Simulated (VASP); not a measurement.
# W (P6_3/mmc) in VASP: a series of runs, part 2 of 2

VASP 6.6.1. The steps go on from the part before.

## (4) Relaxation of cell and atoms, PBEsol

File INCAR:

```
ALGO     = Normal         # electronic algorithm
EDIFF    = 1E-6           # SCF threshold, eV
EDIFFG   = -0.04          # ionic threshold
ENCUT    = 600            # plane-wave cutoff, eV
GGA      = PS             # functional
IBRION   = 2              # ionic algorithm
ISIF     = 3              # what is computed and relaxed
ISMEAR   = 0              # smearing method
LASPH    = T              # aspherical terms in the spheres
LCHARG   = F              # write CHGCAR
LREAL    = F              # projectors in reciprocal space
LWAVE    = F              # write WAVECAR
NELM     = 80             # most SCF steps
NSW      = 90             # ionic steps
PREC     = Accurate       # precision mode
SIGMA    = 0.1            # smearing width, eV
```

File KPOINTS:

```
k-points
0
Gamma
  9 9 2
```

File POSCAR:

```
W
1.0
    2.7588444150      0.0000000000      0.0000000000
   -1.3794222075      2.3892293485      0.0000000000
    0.0000000000      0.0000000000      9.7523701174
W
4
Direct
    0.0000000000      0.0000000000      0.0000000000
    0.0000000000      0.0000000000      0.5000000000
    0.3333333333      0.6666666667      0.7500000000
    0.6666666667      0.3333333333      0.2500000000
```

Potentials or basis: VASP PAW PBE potentials, release 64 (W_sv).

Launch:

```
$ cat potpaw_PBE.64/W_sv/POTCAR > POTCAR
$ mpirun -np 1 vasp_std > vasp.out
```

OUTCAR:

```text
EDIFF = 1E-6
   EDIFFG = -0.04
   ENCUT = 600
   GGA = PS
   IBRION = 2
   ISIF = 3
   ISMEAR = 0
   LASPH = T
   LREAL = F
   NELM = 80
   NSW = 90
   PREC = Accurate

 ion  position               nearest neighbor table
   1  0.000  0.000  0.000-   3 2.91   4 2.91   4 2.91   3 2.91   4 2.91   3 2.91
   2  0.000  0.000  0.500-   3 2.91   4 2.91   4 2.91   3 2.91   4 2.91   3 2.91
   3  0.333  0.667  0.750-   1 2.91   2 2.91   1 2.91   2 2.91   1 2.91   2 2.91
   4  0.667  0.333  0.250-   1 2.91   2 2.91   1 2.91   2 2.91   1 2.91   2 2.91

  LATTYP: Found a hexagonal cell.
 ALAT       =     2.7588444150
 C/A-ratio  =     3.5349474818

  Lattice vectors:

 A1 = (   2.7588444150,   0.0000000000,   0.0000000000)
 A2 = (  -1.3794222075,   2.3892293485,   0.0000000000)
 A3 = (   0.0000000000,   0.0000000000,   9.7523701174)

Analysis of symmetry for initial positions (statically):
=====================================================================
 Subroutine PRICEL returns:
 Original cell was already a primitive cell.

 Routine SETGRP: Setting up the symmetry group for a
 hexagonal supercell.

 Subroutine GETGRP returns: Found 24 space group operations
 (whereof 12 operations were pure point group operations)
 out of a pool of 24 trial point group operations.

The static configuration has the point symmetry D_3d.
 The point group associated with its full space group is D_6h.

Analysis of symmetry for dynamics (positions and initial velocities):
=====================================================================
 Subroutine PRICEL returns:
 Original cell was already a primitive cell.

 Routine SETGRP: Setting up the symmetry group for a
 hexagonal supercell.

 Subroutine GETGRP returns: Found 24 space group operations
 (whereof 12 operations were pure point group operations)
 out of a pool of 24 trial point group operations.

The dynamic configuration has the point symmetry D_3d.
 The point group associated with its full space group is D_6h.

 Subroutine INISYM returns: Found 24 space group operations
 (whereof 12 operations are pure point group operations),
[... 109 lines left out ...]
   PSTRESS=    0.0 pullay stress
   NELECT =      56.0000    total number of electrons
   NUPDOWN=      -1.0000    fix difference up-down
   EMIN   =  10.00;   EMAX   =-10.00  energy-range for DOS
   EFERMI =   0.00;   METHOD = LEGACY
   ISMEAR =     0;   SIGMA  =   0.10  broadening in eV -4-tet -1-fermi 0-gaus
   EFERMI_NEDOS =   21; number of points for ismear=-14 and -15
   IALGO  =     38    algorithm
   IMIX   =      4    mixing-type and parameters
     AMIX     =   0.40;   BMIX     =  1.00
     AMIX_MAG =   1.60;   BMIX_MAG =  1.00
  volume/ion in A,a.u.               =      16.07       108.45
  Fermi-wavevector in a.u.,A,eV,Ry     =   1.563528  2.954640 33.261087  2.444621
  Thomas-Fermi vector in A             =   2.666286
   LORBIT       =      0    0 simple, 1 ext, 2 COOP (PROOUT), +10 PAW based schemes
   GGA     = PS    functional components
   LHFCALC =     F    Hartree Fock is set to
   AEXX    =    0.0000 exact exchange contribution
   IVDW    =     0    specifies the selected vdW correction
   LEPSILON=     F    determine dielectric tensor
   LRPA    =     F    only Hartree local field effects (RPA)
 conjugate gradient relaxation of ions
 non-spin polarized calculation
 Gauss-broadening in eV      SIGMA  =   0.10
  energy-cutoff  :      600.00
  volume of cell :       64.28
 maximum number of plane-waves:      2187
 NGX is ok and might be reduce to    24
   NGX = 11   NGY = 11   NGZ = 39

--------------------------------------- Ionic step        1  -------------------------------------------

 number of electron      55.9999996 magnetization

 Free energy of the ion-electron system (eV)
  ---------------------------------------------------
  ext. energy  EPLUGINS =         0.00000000
  ---------------------------------------------------
  free energy    TOTEN  =       -53.22551593 eV

  energy without entropy =      -53.20908777  energy(sigma->0) =      -53.21730185

------------------------ aborting loop because EDIFF is reached ----------------------------------------

  FORCE on cell =-STRESS in cart. coord.  units (eV):
  Direction    XX          YY          ZZ          XY          YZ          ZX
  --------------------------------------------------------------------------------------
  -------------------------------------------------------------------------------------
  Total        0.2876531      0.2876531     -0.1583222      0.0000000      0.0000000      0.0000000
  in kB        7.1694261      7.1694261     -3.9460011      0.0000000      0.0000000      0.0000000
  external PRESSURE =       3.4642837 kB  Pullay stress =       0.0000000 kB
[... 63 lines left out ...]
--------------------------------------- Ionic step        3  -------------------------------------------

 number of electron      55.9999996 magnetization

 Free energy of the ion-electron system (eV)
  ---------------------------------------------------
  ext. energy  EPLUGINS =         0.00000000
  ---------------------------------------------------
  free energy    TOTEN  =       -53.22597345 eV

  energy without entropy =      -53.20897488  energy(sigma->0) =      -53.21747417

 E-fermi :  10.6782     XC(G=0): -13.6586

 val. band max:       10.6591441413   @ k =   0.1111   0.0000   0.5000
 cond. band min:      10.6848281411   @ k =   0.0000   0.0000   0.0000
 fundamental gap:      0.0256839998
 Fermi energy:        10.6782395173

 k-point     1 :       0.0000    0.0000    0.0000
  band No.  band energies     occupation
      1     -63.0304      2.00000
      2     -63.0030      2.00000
      3     -62.9692      2.00000
      4     -62.9415      2.00000
      5     -27.8123      2.00000
      6     -27.3402      2.00000
[... 884 lines left out ...]
  FREE ENERGIE OF THE ION-ELECTRON SYSTEM (eV)
  ---------------------------------------------------
  free  energy   TOTEN  =       -53.2259734519 eV

  energy  without entropy=      -53.2089748803  energy(sigma->0) =      -53.21747417

 reached required accuracy - stopping structural energy minimisation
```

OSZICAR:

```text
N       E                     dE             d eps       ncg     rms          rms(c)
DAV:   1     0.732982307066E+03    0.73298E+03   -0.35137E+04  1584   0.220E+03
DAV:   2    -0.158413574025E+02   -0.74882E+03   -0.74060E+03  1644   0.661E+02
DAV:   3    -0.547564099870E+02   -0.38915E+02   -0.37995E+02  1978   0.133E+02
[... 22 lines left out ...]
DAV:   2    -0.532280890699E+02    0.82754E-02   -0.15866E-02  1670   0.107E+00    0.334E-01
DAV:   3    -0.532259750763E+02    0.21140E-02   -0.65601E-03  1795   0.605E-01    0.179E-01
DAV:   4    -0.532260449720E+02   -0.69896E-04   -0.99870E-04  1982   0.295E-01    0.932E-02
DAV:   5    -0.532260084074E+02    0.36565E-04   -0.40080E-04  1964   0.188E-01    0.722E-02
DAV:   6    -0.532259731986E+02    0.35209E-04   -0.15270E-04  1859   0.953E-02    0.490E-03
DAV:   7    -0.532259734519E+02   -0.25324E-06   -0.53794E-06  1638   0.191E-02
   3 F= -.53225973E+02 E0= -.53217474E+02  d E =-.457524E-03
```

Wall time 57 s (1 thread of Intel Xeon 6975P-C (Granite Rapids), shared host); peak memory 0.23 GiB.

Results:

| Property | Result |
| --- | --- |
| Free energy | -53.2260 eV |
| Relaxed volume | 16.10 Å³/atom |
| Relaxed cell | a = 2.762 Å, b = 2.762 Å, c = 9.746 Å, α = 90.00°, β = 90.00°, γ = 120.00° |
| Space group after relaxing (to 0.1 Å) | P6_3/mmc (No. 194) |
| Energy gained by relaxing | 0.1 meV/atom |
| Ionic steps | 3 |
| Pressure after relaxing | -0.2 GPa |
| Band gap on the k mesh | zero (bands 28 and 29 overlap by 1.71 eV) |

Step by step:
```csv
step,energy change (eV),largest force (eV/Å),pressure (GPa),volume (Å³)
1,0.0000,0.0000,0.35,64.28
2,0.0009,0.0000,-1.27,64.61
3,-0.0005,0.0000,-0.19,64.40
```

Final structure:
```
W
1.0
     2.76233    0.00000    0.00000
    -1.38117    2.39225    0.00000
     0.00000    0.00000    9.74558
W
4
Direct
  0.00000 0.00000 0.00000
  0.00000 0.00000 0.50000
  0.33333 0.66667 0.75000
  0.66667 0.33333 0.25000
```

Caveat: the PAW data sets were made with another functional, which shifts forces and pressure a little; spin-orbit coupling is left out, which moves the levels of the heavy elements.

## (5) Overview

| task | cell | cutoff (eV) | gap on the mesh (eV) | pressure (GPa) |
| --- | --- | --- | --- | --- |
| single point | a = 2.760, b = 2.760, c = 9.731 Å, angles 90.0, 90.0, 120.0°, 4 atoms | 520 | none | 0.7 |
| single point | a = 2.901, b = 2.901, c = 9.356 Å, angles 90.0, 90.0, 120.0°, 4 atoms | 520 | none | -16.8 |
| relaxation of cell and atoms | relaxed from a = 2.759, b = 2.759, c = 9.752 Å, angles 90.0, 90.0, 120.0°, 4 atoms | 600 | none | -0.2 |

Alike in all rows: level PBEsol; potentials or basis VASP PAW PBE potentials, release 64 (W_sv); no spin polarisation; k mesh 9 × 9 × 2; smearing gaussian 0.1 eV.

Caveats: the PAW data sets were made with another functional, which shifts forces and pressure a little; spin-orbit coupling is left out, which moves the levels of the heavy elements; the stress differs along the axes, from -20 to -11 GPa (at least some runs).

Absolute energies hang on the potentials; compare differences alone.

The gap in the log of VASP goes by the Fermi energy; the results here count the filled bands.